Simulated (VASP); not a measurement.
Set up this calculation in VASP 6.6.1, as the native input.

| Quantity | Value |
| --- | --- |
| Task | relaxation of cell and atoms |
| Functional | PBE |
| Potentials or basis | VASP PAW PBE potentials, release 64 (Bi_d) |
| Cutoff | 500 eV |
| k mesh | 6 × 6 × 6 |
| Occupations | gaussian, width 0.1 eV |
| Spin | no spin polarisation |
| Dipole correction | no |
| Further INCAR settings | ALGO = Normal; EDIFF = 1e-07; IBRION = 2; EDIFFG = -0.04; NSW = 90; ISIF = 3 |

The structure of Bi lies in POSCAR:

```
Bi
1.0
   -2.5278969300      2.5278969300      2.5278969300
    2.5278969300     -2.5278969300      2.5278969300
    2.5278969300      2.5278969300     -2.5278969300
Bi
3
Direct
    0.0000000000      0.5000000000      0.5000000000
    0.5000000000      0.0000000000      0.5000000000
    0.5000000000      0.5000000000      0.0000000000
```

One way to write it, as run:

INCAR

```
  ALGO = Normal
  EDIFF = 1E-7
  EDIFFG = -0.04
  ENCUT = 500
  GGA = PE
  GGA_COMPAT = False
  IBRION = 2
  ISIF = 3
  ISMEAR = 0
  LASPH = True
  LCHARG = False
  LREAL = False
  LWAVE = False
  NELM = 120
  NELMIN = 4
  NSW = 90
  PREC = Accurate
  SIGMA = 0.1
```

KPOINTS

```
k-points
0
Gamma
  6 6 6
```

Potentials or basis: VASP PAW PBE potentials, release 64 (Bi_d).

Launch:

```bash
$ cat potpaw_PBE.64/Bi_d/POTCAR > POTCAR
$ mpirun -np 1 vasp_std > vasp.out
```

It gave:

| Property | Result |
| --- | --- |
| Relaxed volume | 40.30 Å³/atom |
| Relaxed cell | a = 5.395 Å, b = 5.395 Å, c = 5.395 Å, α = 109.47°, β = 109.47°, γ = 109.47° |
| Space group after relaxing (to 0.05 Å) | Im-3m (No. 229) |
| Energy gained by relaxing | 3201.1 meV/atom |
| Ionic steps | 7 |
| Pressure after relaxing | -0.1 GPa |

Caveat: the volume moved by over 15 % at a fixed basis, so the end points are rough.

Wall time 76 s on 1 thread of Intel(R) Xeon(R) 6975P-C (Granite Rapids) (shared host), peak memory 0.18 GiB.
